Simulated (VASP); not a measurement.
# Bi (Im-3m) in VASP: notebook

The runs below take Bi through single point, relaxation of cell and atoms, with PBEsol, PBE, RPBE.

Everything below comes from runs of VASP 6.6.1. Logs are shortened: lines on timing, memory, paths and dates and some standing lists are left out, and cuts for length are marked.

### 1 The cell of the first run

It takes space group Im-3m (No. 229, cubic). The conventional cell has a = 3.918 Å, b = 3.918 Å, c = 3.918 Å, α = 90.00°, β = 90.00°, γ = 90.00°. Within 4.5 Å of Bi (site symmetry m-3m) lie 14 Bi at 3.39 to 3.92 Å.

### 2 Single point, PBEsol

File INCAR:

```
SYSTEM = Bi
ALGO = Normal ; EDIFF = 1E-7
ENCUT = 520 ; GGA = PS
ISIF = 2 ; ISMEAR = -1
LASPH = .TRUE. ; LCHARG = .FALSE.
LREAL = .FALSE. ; LWAVE = .FALSE.
NBANDS = 14 ; NELM = 100
PREC = Accurate ; SIGMA = 0.05
```

File KPOINTS:

```
k-points
0
G
  9 9 9
  0 0 0
```

File POSCAR:

```
Bi
1.0
   -1.9588488889      1.9588488889      1.9588488889
    1.9588488889     -1.9588488889      1.9588488889
    1.9588488889      1.9588488889     -1.9588488889
Bi
1
Direct
    0.0000000000      0.0000000000      0.0000000000
```

Potentials or basis: VASP PAW PBE potentials, release 64 (Bi_d).

Started as:

```sh
$ cat potpaw_PBE.64/Bi_d/POTCAR > POTCAR
$ mpirun -np 1 vasp_std > vasp.out
```

OUTCAR:

```text
SYSTEM = Bi
   EDIFF = 1E-7
   ENCUT = 520
   GGA = PS
   ISIF = 2
   ISMEAR = -1
   LASPH = .TRUE.
   LREAL = .FALSE.
   NELM = 100
   PREC = Accurate

 ion  position               nearest neighbor table
   1  0.000  0.000  0.000-

  LATTYP: Found a body centered cubic cell.
 ALAT       =     3.9176977778

  Lattice vectors:

 A1 = (  -1.9588488889,   1.9588488889,   1.9588488889)
 A2 = (   1.9588488889,  -1.9588488889,   1.9588488889)
 A3 = (   1.9588488889,   1.9588488889,  -1.9588488889)

Analysis of symmetry for initial positions (statically):
=====================================================================
 Subroutine PRICEL returns:
 Original cell was already a primitive cell.

 Routine SETGRP: Setting up the symmetry group for a
 body centered cubic supercell.

 Subroutine GETGRP returns: Found 48 space group operations
[... 9 lines left out ...]

 Routine SETGRP: Setting up the symmetry group for a
 body centered cubic supercell.

 Subroutine GETGRP returns: Found 48 space group operations
[... 11 lines left out ...]
                                     Primitive cell

  volume of cell :      30.0651

  direct lattice vectors                    reciprocal lattice vectors
    -1.958848889  1.958848889  1.958848889     0.000000000  0.255251951  0.255251951
     1.958848889 -1.958848889  1.958848889     0.255251951  0.000000000  0.255251951
     1.958848889  1.958848889 -1.958848889     0.255251951  0.255251951  0.000000000

  length of vectors
     3.392825800  3.392825800  3.392825800     0.360980770  0.360980770  0.360980770

  position of ions in fractional coordinates (direct lattice)
     0.000000000  0.000000000  0.000000000

  ion indices of the primitive-cell ions
   primitive index   ion index
                 1           1

----------------------------------------------------------------------------------------

 KPOINTS: k-points

Automatic generation of k-mesh.
 Grid dimensions read from file:
 generate k-points for:    9    9    9

 Generating k-lattice:

  Cartesian coordinates                     Fractional coordinates (reciprocal lattice)
     0.000000000  0.028361328  0.028361328     0.111111111  0.000000000  0.000000000
     0.028361328  0.000000000  0.028361328     0.000000000  0.111111111  0.000000000
     0.028361328  0.028361328  0.000000000     0.000000000  0.000000000  0.111111111

  Length of vectors
     0.040108974  0.040108974  0.040108974

  Shift w.r.t. Gamma in fractional coordinates (k-lattice)
     0.000000000  0.000000000  0.000000000

 Subroutine IBZKPT returns following result:
 ===========================================

 Found     35 irreducible k-points:

 Following reciprocal coordinates:
            Coordinates               Weight
  0.000000  0.000000  0.000000      1.000000
  0.111111  0.000000  0.000000     12.000000
  0.222222  0.000000  0.000000     12.000000
  0.333333  0.000000  0.000000     12.000000
  0.444444  0.000000  0.000000     12.000000
  0.111111  0.111111  0.000000     24.000000
[... 16 lines left out ...]
 -0.333333  0.444444  0.111111     48.000000
 -0.444444 -0.444444  0.111111     24.000000
 [... further k-points ...]
   k-points           NKPTS =     35   k-points in BZ     NKDIM =     35   number of bands    NBANDS=     14
   number of dos      NEDOS =    301   number of ions     NIONS =      1
   total plane-waves  NPLWV =  21952
   dimension x,y,z NGX =    28 NGY =   28 NGZ =   28
   dimension x,y,z NGXF=    56 NGYF=   56 NGZF=   56
   ions per type =               1
   NGX,Y,Z   is equivalent  to a cutoff of  13.72, 13.72, 13.72 a.u.
   NGXF,Y,Z  is equivalent  to a cutoff of  27.44, 27.44, 27.44 a.u.
 SYSTEM =  Bi
   PREC   = accura    normal or accurate (medium, high low for compatibility)
   ISTART =      0    job   : 0-new  1-cont  2-samecut
   ICHARG =      2    charge: 1-file 2-atom 10-const
   ISPIN  =      1    spin polarized calculation?
   LNONCOLLINEAR =      F non collinear calculations
   LSORBIT =      F    spin-orbit coupling
   LASPH  =      T    aspherical Exc in radial PAW
   ENCUT  =  520.0 eV  38.22 Ry    6.18 a.u.   6.31  6.31  6.31*2*pi/ulx,y,z
   NELM   =    100;   NELMIN=  2; NELMDL= -5     # of ELM steps
   EDIFF  = 0.1E-06   stopping-criterion for ELM
   LREAL  =      F    real-space projection
   EDIFFG = 0.1E-05   stopping-criterion for IOM
   NSW    =      0    number of steps for IOM
   IBRION =     -1    ionic relax: 0-MD 1-quasi-New 2-CG
[... 8 lines left out ...]
   EMIN   =  10.00;   EMAX   =-10.00  energy-range for DOS
   EFERMI =   0.00;   METHOD = LEGACY
   ISMEAR =    -1;   SIGMA  =   0.05  broadening in eV -4-tet -1-fermi 0-gaus
   EFERMI_NEDOS =   21; number of points for ismear=-14 and -15
   IALGO  =     38    algorithm
   IMIX   =      4    mixing-type and parameters
     AMIX     =   0.40;   BMIX     =  1.00
     AMIX_MAG =   1.60;   BMIX_MAG =  1.00
  volume/ion in A,a.u.               =      30.07       202.89
  Fermi-wavevector in a.u.,A,eV,Ry     =   1.298427  2.453672 22.938247  1.685914
  Thomas-Fermi vector in A             =   2.429756
   LORBIT       =      0    0 simple, 1 ext, 2 COOP (PROOUT), +10 PAW based schemes
   GGA     = PS    functional components
   LHFCALC =     F    Hartree Fock is set to
   AEXX    =    0.0000 exact exchange contribution
   IVDW    =     0    specifies the selected vdW correction
   LEPSILON=     F    determine dielectric tensor
   LRPA    =     F    only Hartree local field effects (RPA)
 non-spin polarized calculation
  energy-cutoff  :      520.00
  volume of cell :       30.07
 maximum number of plane-waves:       824
 NGX is ok and might be reduce to    28
   NGX = 13   NGY = 13   NGZ = 13

 number of electron      14.9999999 magnetization

 Free energy of the ion-electron system (eV)
  ---------------------------------------------------
  ext. energy  EPLUGINS =         0.00000000
  ---------------------------------------------------
  free energy    TOTEN  =        -4.23385403 eV

  energy without entropy =       -4.22953742  energy(sigma->0) =       -4.23169573

 E-fermi :   8.2505     XC(G=0): -10.6033

 val. band max:        8.2220873767   @ k =   0.2222   0.0000   0.0000
 cond. band min:       8.2612150635   @ k =  -0.2222   0.2222   0.1111
 fundamental gap:      0.0391276868
 Fermi energy:         8.2504905184

 k-point     1 :       0.0000    0.0000    0.0000
  band No.  band energies     occupation
      1     -14.7898      2.00000
      2     -14.7898      2.00000
      3     -14.7898      2.00000
      4     -14.6448      2.00000
      5     -14.6448      2.00000
      6      -5.5922      2.00000
      7      13.5536      0.00000
      8      13.5536      0.00000
      9      13.5536      0.00000
     10      17.7381      0.00000
     11      18.6663      0.00000
     12      18.6663      0.00000
     13      18.6663      0.00000
     14      20.0991      0.00000

 k-point     2 :       0.1111    0.0000    0.0000
  band No.  band energies     occupation
      1     -14.7951      2.00000
      2     -14.7811      2.00000
      3     -14.7626      2.00000
      4     -14.6510      2.00000
      5     -14.6459      2.00000
      6      -5.3576      2.00000
      7      11.4680      0.00000
      8      12.8730      0.00000
      9      13.3284      0.00000
     10      17.0759      0.00000
     11      17.8140      0.00000
     12      18.4280      0.00000
     13      19.2343      0.00000
     14      21.0552      0.00000

 k-point     3 :       0.2222    0.0000    0.0000
  band No.  band energies     occupation
      1     -14.8086      2.00000
      2     -14.7640      2.00000
      3     -14.6928      2.00000
      4     -14.6623      2.00000
      5     -14.6483      2.00000
      6      -4.6687      2.00000
      7       8.2221      1.27663
      8      11.5949      0.00000
      9      12.7529      0.00000
     10      15.6360      0.00000
     11      16.8524      0.00000
     12      18.6370      0.00000
     13      20.3365      0.00000
     14      23.1551      0.00000

 k-point     4 :       0.3333    0.0000    0.0000
  band No.  band energies     occupation
      1     -14.8239      2.00000
      2     -14.7588      2.00000
      3     -14.6626      2.00000
      4     -14.6510      2.00000
      5     -14.6120      2.00000
      6      -3.6082      2.00000
      7       5.2682      2.00000
      8      10.5031      0.00000
      9      12.1423      0.00000
     10      14.7410      0.00000
     11      16.2028      0.00000
     12      19.5244      0.00000
     13      21.0916      0.00000
     14      25.4872      0.00000

 k-point     5 :       0.4444    0.0000    0.0000
  band No.  band energies     occupation
      1     -14.8339      2.00000
      2     -14.7648      2.00000
      3     -14.6542      2.00000
      4     -14.6527      2.00000
      5     -14.5585      2.00000
      6      -2.5432      2.00000
      7       3.2210      2.00000
      8       9.9021      0.00000
      9      11.7768      0.00000
     10      14.3154      0.00000
     11      15.8802      0.00000
[... 276 lines left out ...]
 k-point    22 :      -0.4444    0.4444    0.1111
  band No.  band energies     occupation
      1     -14.8042      2.00000
      2     -14.7549      2.00000
      3     -14.6711      2.00000
      4     -14.6584      2.00000
      5     -14.5612      2.00000
      6      -2.3521      2.00000
      7       3.4738      2.00000
      8       9.2405      0.00000
      9      10.6382      0.00000
     10      15.6772      0.00000
     11      16.8915      0.00000
     12      18.1798      0.00000
     13      20.1948      0.00000
     14      26.5968      0.00000

 k-point    23 :      -0.3333    0.4444    0.1111
  band No.  band energies     occupation
      1     -14.7760      2.00000
      2     -14.7370      2.00000
      3     -14.6840      2.00000
      4     -14.6632      2.00000
      5     -14.5878      2.00000
      6      -2.5079      2.00000
      7       4.6004      2.00000
      8       7.6727      1.99998
      9      11.0113      0.00000
     10      15.5288      0.00000
     11      16.5154      0.00000
     12      19.7182      0.00000
     13      19.9773      0.00000
     14      23.7357      0.00000

 k-point    24 :      -0.4444   -0.4444    0.1111
  band No.  band energies     occupation
      1     -14.7790      2.00000
      2     -14.7413      2.00000
      3     -14.6913      2.00000
      4     -14.6503      2.00000
      5     -14.5661      2.00000
      6      -1.8973      2.00000
      7       3.6260      2.00000
      8       7.2921      2.00000
      9      10.9298      0.00000
     10      15.6875      0.00000
     11      17.1610      0.00000
     12      18.1919      0.00000
     13      19.7520      0.00000
     14      26.1613      0.00000

 [... further k-points ...]
[... 5 lines left out ...]
  --------------------------------------------------------------------------------------
  -------------------------------------------------------------------------------------
  Total       -0.0235678     -0.0235678     -0.0235678      0.0000000      0.0000000     -0.0000000
  in kB       -1.2559353     -1.2559353     -1.2559353      0.0000000      0.0000000     -0.0000000
  external PRESSURE =      -1.2559353 kB  Pullay stress =       0.0000000 kB

 VOLUME and BASIS-vectors are now :
 -----------------------------------------------------------------------------
  energy-cutoff  :      520.00
  volume of cell :       30.07
      direct lattice vectors                 reciprocal lattice vectors
    -1.958848889  1.958848889  1.958848889     0.000000000  0.255251951  0.255251951
     1.958848889 -1.958848889  1.958848889     0.255251951  0.000000000  0.255251951
     1.958848889  1.958848889 -1.958848889     0.255251951  0.255251951  0.000000000

 POSITION                                       TOTAL-FORCE (eV/Angst)
 -----------------------------------------------------------------------------------
      0.00000      0.00000      0.00000         0.000000     -0.000000      0.000000
 -----------------------------------------------------------------------------------
    total drift:                               -0.000000     -0.000000     -0.000000

  FREE ENERGIE OF THE ION-ELECTRON SYSTEM (eV)
  ---------------------------------------------------
  free  energy   TOTEN  =        -4.2338540328 eV

  energy  without entropy=       -4.2295374180  energy(sigma->0) =       -4.23169573
```

Wall time 11 s (1 thread of Intel Xeon Platinum 8259CL at 2.50GHz (Skylake/Cascade Lake), shared host); peak memory 0.16 GiB.

What came out:

```yaml
Free_energy: -4.2339 eV
Pressure: -0.1 GPa
```

Caveat: the PAW data sets were made with another functional, which shifts forces and pressure a little; spin-orbit coupling is left out, which moves the levels of the heavy elements.

### 3 Single point, PBE

This run uses another cell than the first one, of 31.12 Å³/atom, 1.035 times its volume.

File INCAR:

```
PREC = Accurate ; ENCUT = 520
EDIFF = 1E-6 ; ISMEAR = 0
SIGMA = 0.023 ; LREAL = F
LASPH = T ; NELM = 80
ALGO = Normal ; ISIF = 2
LWAVE = F ; LCHARG = F
GGA = PE ; NBANDS = 14
```

File KPOINTS:

```
Automatic mesh
0
Gamma
  9 9 9
```

File POSCAR:

```
Bi
1.0
   -1.9814305318      1.9814305318      1.9814305318
    1.9814305318     -1.9814305318      1.9814305318
    1.9814305318      1.9814305318     -1.9814305318
Bi
1
Direct
    0.0000000000      0.0000000000      0.0000000000
```

Potentials or basis: VASP PAW PBE potentials, release 64 (Bi_d).

Started as:

```sh
$ cat potpaw_PBE.64/Bi_d/POTCAR > POTCAR
$ mpirun -np 1 vasp_std > vasp.out
```

OUTCAR:

```text
PREC = Accurate
   ENCUT = 520
   EDIFF = 1E-6
   ISMEAR = 0
   LREAL = F
   LASPH = T
   NELM = 80
   ISIF = 2
   GGA = PE

 ion  position               nearest neighbor table
   1  0.000  0.000  0.000-

  LATTYP: Found a body centered cubic cell.
 ALAT       =     3.9628610636

  Lattice vectors:

 A1 = (  -1.9814305318,   1.9814305318,   1.9814305318)
 A2 = (   1.9814305318,  -1.9814305318,   1.9814305318)
 A3 = (   1.9814305318,   1.9814305318,  -1.9814305318)

Analysis of symmetry for initial positions (statically):
=====================================================================
 Subroutine PRICEL returns:
 Original cell was already a primitive cell.

 Routine SETGRP: Setting up the symmetry group for a
 body centered cubic supercell.

 Subroutine GETGRP returns: Found 48 space group operations
 (whereof 48 operations were pure point group operations)
 out of a pool of 48 trial point group operations.

The static configuration has the point symmetry O_h .

Analysis of symmetry for dynamics (positions and initial velocities):
=====================================================================
 Subroutine PRICEL returns:
 Original cell was already a primitive cell.

 Routine SETGRP: Setting up the symmetry group for a
 body centered cubic supercell.

 Subroutine GETGRP returns: Found 48 space group operations
 (whereof 48 operations were pure point group operations)
 out of a pool of 48 trial point group operations.

The dynamic configuration has the point symmetry O_h .

 Subroutine INISYM returns: Found 48 space group operations
 (whereof 48 operations are pure point group operations),
 and found     1 'primitive' translations

----------------------------------------------------------------------------------------

                                     Primitive cell

  volume of cell :      31.1169
[... 113 lines left out ...]
   LHFCALC =     F    Hartree Fock is set to
   AEXX    =    0.0000 exact exchange contribution
   IVDW    =     0    specifies the selected vdW correction
   LEPSILON=     F    determine dielectric tensor
   LRPA    =     F    only Hartree local field effects (RPA)
 non-spin polarized calculation
 Gauss-broadening in eV      SIGMA  =   0.02
  energy-cutoff  :      520.00
  volume of cell :       31.12
 maximum number of plane-waves:       887
 NGX is ok and might be reduce to    28
   NGX = 13   NGY = 13   NGZ = 13

 number of electron      14.9999994 magnetization

 Free energy of the ion-electron system (eV)
  ---------------------------------------------------
  ext. energy  EPLUGINS =         0.00000000
  ---------------------------------------------------
  free energy    TOTEN  =        -3.76712328 eV

  energy without entropy =       -3.76665817  energy(sigma->0) =       -3.76689073

 E-fermi :   7.9344     XC(G=0): -10.2914

 val. band max:        7.9101523694   @ k =   0.2222   0.0000   0.0000
 cond. band min:       7.9408725658   @ k =  -0.2222   0.2222   0.1111
 fundamental gap:      0.0307201964
 Fermi energy:         7.9344439466

 k-point     1 :       0.0000    0.0000    0.0000
  band No.  band energies     occupation
      1     -15.1153      2.00000
      2     -15.1153      2.00000
      3     -15.1153      2.00000
      4     -14.9874      2.00000
      5     -14.9874      2.00000
      6      -5.5996      2.00000
      7      13.0412      0.00000
      8      13.0412      0.00000
      9      13.0412      0.00000
     10      17.0519      0.00000
     11      18.3960      0.00000
     12      18.3960      0.00000
     13      18.3960      0.00000
     14      19.5992      0.00000
[... 377 lines left out ...]
      1     -15.1046      2.00000
      2     -15.0709      2.00000
      3     -15.0280      2.00000
      4     -14.9913      2.00000
      5     -14.9169      2.00000
      6      -2.1288      2.00000
      7       3.5506      2.00000
      8       7.0743      2.00000
      9      10.5585      0.00000
     10      15.3114      0.00000
     11      16.7700      0.00000
     12      17.8311      0.00000
     13      19.3042      0.00000
     14      25.6237      0.00000

 [... further k-points ...]

------------------------ aborting loop because EDIFF is reached ----------------------------------------

  FORCE on cell =-STRESS in cart. coord.  units (eV):
  Direction    XX          YY          ZZ          XY          YZ          ZX
  --------------------------------------------------------------------------------------
  -------------------------------------------------------------------------------------
  Total        0.1513274      0.1513274      0.1513274      0.0000000     -0.0000000      0.0000000
  in kB        7.7916876      7.7916876      7.7916876      0.0000000     -0.0000000      0.0000000
  external PRESSURE =       7.7916876 kB  Pullay stress =       0.0000000 kB

 VOLUME and BASIS-vectors are now :
 -----------------------------------------------------------------------------
  energy-cutoff  :      520.00
  volume of cell :       31.12
      direct lattice vectors                 reciprocal lattice vectors
    -1.981430532  1.981430532  1.981430532     0.000000000  0.252342937  0.252342937
     1.981430532 -1.981430532  1.981430532     0.252342937  0.000000000  0.252342937
     1.981430532  1.981430532 -1.981430532     0.252342937  0.252342937  0.000000000

 POSITION                                       TOTAL-FORCE (eV/Angst)
 -----------------------------------------------------------------------------------
      0.00000      0.00000      0.00000        -0.000000      0.000000     -0.000000
 -----------------------------------------------------------------------------------
    total drift:                               -0.000000     -0.000000     -0.000000

  FREE ENERGIE OF THE ION-ELECTRON SYSTEM (eV)
  ---------------------------------------------------
  free  energy   TOTEN  =        -3.7671232811 eV

  energy  without entropy=       -3.7666581691  energy(sigma->0) =       -3.76689073
```

stdout:

```text
POSCAR found type information on POSCAR Bi
 POSCAR found :  1 types and       1 ions
 scaLAPACK will be used
 LDA part: xc-table for (Slater+PW92), standard interpolation
 POSCAR, INCAR and KPOINTS ok, starting setup
 FFT: planning ... GRIDC
 FFT: planning ... GRID_SOFT
 FFT: planning ... GRID
 WAVECAR not read
 entering main loop
```

Wall time 12 s (1 thread of Intel Xeon Platinum 8259CL at 2.50GHz (Skylake/Cascade Lake), shared host); peak memory 0.16 GiB.

What came out:

```
Free energy : -3.7671 eV
Pressure    : 0.8 GPa
```

Caveat: spin-orbit coupling is left out, which moves the levels of the heavy elements.

(Part 1 of 2 ends here.)
